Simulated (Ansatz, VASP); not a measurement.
CoO: VASP and Ansatz over several settings

```
Co O
1.0
     0.00000    2.13150    2.13150
     2.13150    0.00000    2.13150
     2.13150    2.13150    0.00000
Co O
1 1
Direct
  0.00000 0.00000 0.00000
  0.50000 0.50000 0.50000
```

Single points on this cell with VASP 6.6.1 and Ansatz 0.2.0. Each row is one pair of runs. Alike in all rows: k mesh: 11 × 11 × 11; VASP's potentials, cutoff: VASP PAW PBE potentials, release 64 (Co, O), 520 eV; Ansatz's potentials, cutoff: Ansatz PAW, 420 eV.

| level | spin | smearing | gap on the k mesh at the Fermi level (eV), VASP | gap on the k mesh at the Fermi level (eV), Ansatz |
| --- | --- | --- | --- | --- |
| PBE | collinear, typed start | gaussian, width 0.011 eV | none | none |
| PBEsol | off | fermi-dirac, width 0.05 eV | none | none |
| PBEsol | collinear, typed start | fermi-dirac, width 0.05 eV | none | none |

VASP's potentials hold 15 valence electrons a cell and Ansatz's 23, so a difference there can come from the potentials and not from the codes.

A gap of «none» marks a metal or a gap that the smearing closes.
